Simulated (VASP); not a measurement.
# GaN (P6_3mc) in VASP: a series of runs

The runs below take GaN through single point, with PBEsol.

Program: VASP 6.6.1. These are calculated values, not measurements. Logs are shortened: lines on timing, memory, paths and dates and some standing lists are left out, and cuts for length are marked.

**1. The cell of the first run**

The structure is hexagonal, space group P6_3mc (No. 186). Conventional cell: a = 3.135 Å, b = 3.135 Å, c = 5.263 Å, α = 90.00°, β = 90.00°, γ = 120.00°. Ga (site symmetry 3m) has 4 N at 1.92 to 1.98 Å within 2.5 Å. N (site symmetry 3m) has 4 Ga at 1.92 to 1.98 Å within 2.5 Å.

**2. Single point, PBEsol (strain -0.015 along x and y, +0.015 along z)**

INCAR reads:

```
  ALGO = Normal
  EDIFF = 1E-7
  ENCUT = 520
  GGA = PS
  ISIF = 2
  ISMEAR = 0
  LASPH = True
  LCHARG = False
  LREAL = False
  LWAVE = False
  NBANDS = 26
  NELM = 60
  PREC = Accurate
  SIGMA = 0.05
```

KPOINTS reads:

```
k-points
0
Gamma
  12 12 6
```

POSCAR reads:

```
GaN
1.0
    3.1348398099      0.0000000000      0.0000000000
   -1.5674199049      2.7148509121      0.0000000000
    0.0000000000      0.0000000000      5.2632074707
Ga N
2 2
Direct
    0.3333333333      0.6666666667      0.9991941071
    0.6666666667      0.3333333333      0.4991941071
    0.3333333333      0.6666666667      0.3758058929
    0.6666666667      0.3333333333      0.8758058929
```

Potentials or basis: VASP PAW PBE potentials, release 64 (Ga_d, N).

The run is started by

```bash
> cat potpaw_PBE.64/Ga_d/POTCAR potpaw_PBE.64/N/POTCAR > POTCAR
> mpirun -np 1 vasp_std > vasp.out
```

OUTCAR:

```text
EDIFF = 1E-7
   ENCUT = 520
   GGA = PS
   ISIF = 2
   ISMEAR = 0
   LASPH = True
   LREAL = False
   NELM = 60
   PREC = Accurate

 ion  position               nearest neighbor table
   1  0.333  0.667  0.999-   4 1.92   4 1.92   4 1.92   3 1.98
   2  0.667  0.333  0.499-   3 1.92   3 1.92   3 1.92   4 1.98
   3  0.333  0.667  0.376-   2 1.92   2 1.92   2 1.92   1 1.98
   4  0.667  0.333  0.876-   1 1.92   1 1.92   1 1.92   2 1.98

  LATTYP: Found a hexagonal cell.
 ALAT       =     3.1348398099
 C/A-ratio  =     1.6789398470

  Lattice vectors:

 A1 = (   3.1348398099,   0.0000000000,   0.0000000000)
 A2 = (  -1.5674199049,   2.7148509121,   0.0000000000)
 A3 = (   0.0000000000,   0.0000000000,   5.2632074707)

Analysis of symmetry for initial positions (statically):
=====================================================================
 Subroutine PRICEL returns:
 Original cell was already a primitive cell.

 Routine SETGRP: Setting up the symmetry group for a
 hexagonal supercell.

 Subroutine GETGRP returns: Found 12 space group operations
 (whereof  6 operations were pure point group operations)
 out of a pool of 24 trial point group operations.

The static configuration has the point symmetry C_3v.
 The point group associated with its full space group is C_6v.

Analysis of symmetry for dynamics (positions and initial velocities):
=====================================================================
 Subroutine PRICEL returns:
 Original cell was already a primitive cell.

 Routine SETGRP: Setting up the symmetry group for a
 hexagonal supercell.

 Subroutine GETGRP returns: Found 12 space group operations
 (whereof  6 operations were pure point group operations)
 out of a pool of 24 trial point group operations.

The dynamic configuration has the point symmetry C_3v.
 The point group associated with its full space group is C_6v.

 Subroutine INISYM returns: Found 12 space group operations
 (whereof  6 operations are pure point group operations),
 and found     1 'primitive' translations

----------------------------------------------------------------------------------------

                                     Primitive cell

  volume of cell :      44.7932

[... 84 lines left out ...]
   ISTART =      0    job   : 0-new  1-cont  2-samecut
   ICHARG =      2    charge: 1-file 2-atom 10-const
   ISPIN  =      1    spin polarized calculation?
   LNONCOLLINEAR =      F non collinear calculations
   LSORBIT =      F    spin-orbit coupling
   LASPH  =      T    aspherical Exc in radial PAW
   ENCUT  =  520.0 eV  38.22 Ry    6.18 a.u.   5.83  5.83  9.79*2*pi/ulx,y,z
   NELM   =     60;   NELMIN=  2; NELMDL= -5     # of ELM steps
   EDIFF  = 0.1E-06   stopping-criterion for ELM
   LREAL  =      F    real-space projection
   EDIFFG = 0.1E-05   stopping-criterion for IOM
   NSW    =      0    number of steps for IOM
   IBRION =     -1    ionic relax: 0-MD 1-quasi-New 2-CG
   NFREE  =      0    steps in history (QN), initial steepest desc. (CG)
   ISIF   =      2    stress and relaxation
   ISYM   =      2    0-nonsym 1-usesym 2-fastsym
   POTIM  = 0.5000    time-step for ionic-motion
   TEBEG  =    0.0;   TEEND  =   0.0 temperature during run
   PSTRESS=    0.0 pullay stress
   NELECT =      36.0000    total number of electrons
   NUPDOWN=      -1.0000    fix difference up-down
   EMIN   =  10.00;   EMAX   =-10.00  energy-range for DOS
   EFERMI =   0.00;   METHOD = LEGACY
   ISMEAR =     0;   SIGMA  =   0.05  broadening in eV -4-tet -1-fermi 0-gaus
   EFERMI_NEDOS =   21; number of points for ismear=-14 and -15
   IALGO  =     38    algorithm
   IMIX   =      4    mixing-type and parameters
     AMIX     =   0.40;   BMIX     =  1.00
     AMIX_MAG =   1.60;   BMIX_MAG =  1.00
  volume/ion in A,a.u.               =      11.20        75.57
  Fermi-wavevector in a.u.,A,eV,Ry     =   1.522083  2.876320 31.521124  2.316737
  Thomas-Fermi vector in A             =   2.630711
   LORBIT       =      0    0 simple, 1 ext, 2 COOP (PROOUT), +10 PAW based schemes
   GGA     = PS    functional components
   LHFCALC =     F    Hartree Fock is set to
   AEXX    =    0.0000 exact exchange contribution
   IVDW    =     0    specifies the selected vdW correction
   LEPSILON=     F    determine dielectric tensor
   LRPA    =     F    only Hartree local field effects (RPA)
 non-spin polarized calculation
 Gauss-broadening in eV      SIGMA  =   0.05
  energy-cutoff  :      520.00
  volume of cell :       44.79
 maximum number of plane-waves:      1224
 NGX is ok and might be reduce to    24
   NGX = 11   NGY = 11   NGZ = 19

 number of electron      36.0000010 magnetization

 Free energy of the ion-electron system (eV)
  ---------------------------------------------------
  ext. energy  EPLUGINS =         0.00000000
  ---------------------------------------------------
  free energy    TOTEN  =       -26.23008452 eV

  energy without entropy =      -26.23008452  energy(sigma->0) =      -26.23008452

 E-fermi :   5.7023     XC(G=0): -12.0125

 val. band max:        5.4428448870   @ k =   0.0000   0.0000   0.0000
 cond. band min:       7.3372232576   @ k =   0.0000   0.0000   0.0000
 fundamental gap:      1.8943783706
 Fermi energy:         5.7022960170

 k-point     1 :       0.0000    0.0000    0.0000
  band No.  band energies     occupation
      1     -10.7527      2.00000
      2      -9.7663      2.00000
      3      -8.0157      2.00000
      4      -8.0096      2.00000
      5      -8.0096      2.00000
      6      -7.9502      2.00000
[... 685 lines left out ...]
     25      16.6969      0.00000
     26      18.4403      0.00000

 [... further k-points ...]
[... 5 lines left out ...]
  --------------------------------------------------------------------------------------
  -------------------------------------------------------------------------------------
  Total        1.9399588      1.9399588     -1.3205739      0.0000000      0.0000000      0.0000000
  in kB       69.3890993     69.3890993    -47.2347320      0.0000000      0.0000000      0.0000000
  external PRESSURE =      30.5144889 kB  Pullay stress =       0.0000000 kB

 VOLUME and BASIS-vectors are now :
 -----------------------------------------------------------------------------
  energy-cutoff  :      520.00
  volume of cell :       44.79
      direct lattice vectors                 reciprocal lattice vectors
     3.134839810  0.000000000  0.000000000     0.318995566  0.184172176  0.000000000
    -1.567419905  2.714850912  0.000000000     0.000000000  0.368344352  0.000000000
     0.000000000  0.000000000  5.263207471     0.000000000  0.000000000  0.189998210

 POSITION                                       TOTAL-FORCE (eV/Angst)
 -----------------------------------------------------------------------------------
     -0.00000      1.80990      5.25897         0.000000      0.000000      0.287682
      1.56742      0.90495      2.62736         0.000000      0.000000      0.287682
     -0.00000      1.80990      1.97794        -0.000000     -0.000000     -0.287682
      1.56742      0.90495      4.60955        -0.000000      0.000000     -0.287682
 -----------------------------------------------------------------------------------
    total drift:                               -0.000000     -0.000000     -0.000309

  FREE ENERGIE OF THE ION-ELECTRON SYSTEM (eV)
  ---------------------------------------------------
  free  energy   TOTEN  =       -26.2300845224 eV

  energy  without entropy=      -26.2300845224  energy(sigma->0) =      -26.23008452
```

Wall time 46 s (1 thread of Intel Xeon 6975P-C (Granite Rapids), shared host); peak memory 0.2 GiB.

Results:

- Free energy: -26.2301 eV
- Pressure: 3.1 GPa
- Largest force: 0.288 eV/Å
- Band gap on the k mesh: 1.89 eV, direct

Forces on the atoms (eV/Å):
```
Ga   0.000  0.000  0.288
Ga   0.000  0.000  0.288
N    0.000  0.000 -0.288
N    0.000  0.000 -0.288
```

Caveat: the cell differs from its parent crystal (strain -0.015 along x and y, +0.015 along z); the PAW data sets were made with another functional, which shifts forces and pressure a little.

**3. Single point, PBEsol (strain -0.015 along x and y, +0.030 along z)**

INCAR reads:

```
SYSTEM = GaN
PREC = Accurate ; ENCUT = 520
EDIFF = 1E-7 ; ISMEAR = 0
SIGMA = 0.05 ; LREAL = .FALSE.
LASPH = .TRUE. ; NELM = 80
ALGO = Normal ; ISIF = 2
LWAVE = .FALSE. ; LCHARG = .TRUE.
GGA = PS ; LELF = .TRUE.
LVHAR = .TRUE. ; NBANDS = 26
```

KPOINTS reads:

```
Automatic mesh
0
G
  12 12 6
  0 0 0
```

Changes to POSCAR since step 2:

```diff
@@ -4,3 +4,3 @@
    -1.5674199049      2.7148509121      0.0000000000
-    0.0000000000      0.0000000000      5.2632074707
+    0.0000000000      0.0000000000      5.3409888619
 Ga N
```

Potentials or basis: VASP PAW PBE potentials, release 64 (Ga_d, N).

The run is started by

```bash
> cat potpaw_PBE.64/Ga_d/POTCAR potpaw_PBE.64/N/POTCAR > POTCAR
> mpirun -np 1 vasp_std > vasp.out
```

Wall time 51 s (1 thread of Intel Xeon 6975P-C (Granite Rapids), shared host); peak memory 0.2 GiB.

The run converged. Its results:

| Property | Result |
| --- | --- |
| Free energy | -26.1990 eV |
| Pressure | 0.5 GPa |
| Largest force | 0.357 eV/Å |
| Band gap on the k mesh | 1.73 eV, direct |

Forces in eV/Å, atoms in the order of the input:
```
Ga   0.000  0.000  0.357
Ga   0.000  0.000  0.357
N    0.000  0.000 -0.357
N    0.000  0.000 -0.357
```

Stress tensor (GPa, compression positive):
```
  5.95   0.00   0.00
  0.00   5.95   0.00
  0.00   0.00 -10.39
```

Levels at points of the mesh, in eV from the valence-band top:
| k point | band 15 | band 16 | band 17 | band 18 | band 19 | band 20 | band 21 | band 22 |
| --- | --- | --- | --- | --- | --- | --- | --- | --- |
| (0.00, 0.00, 0.00) | -0.90 | -0.22 | 0.00 | 0.00 | 1.73 | 4.58 | 8.74 | 9.87 |
| (0.50, 0.00, 0.00) | -4.26 | -2.66 | -2.28 | -1.12 | 5.18 | 5.42 | 5.59 | 8.32 |
| (0.00, 0.00, 0.50) | -0.46 | -0.46 | -0.46 | -0.46 | 4.31 | 4.31 | 8.12 | 8.12 |
| (0.50, 0.00, 0.50) | -2.12 | -2.12 | -1.95 | -1.95 | 4.13 | 4.13 | 7.58 | 7.58 |

Caveat: the cell differs from its parent crystal (strain -0.015 along x and y, +0.030 along z); the PAW data sets were made with another functional, which shifts forces and pressure a little.

[end of part 1 of 3]
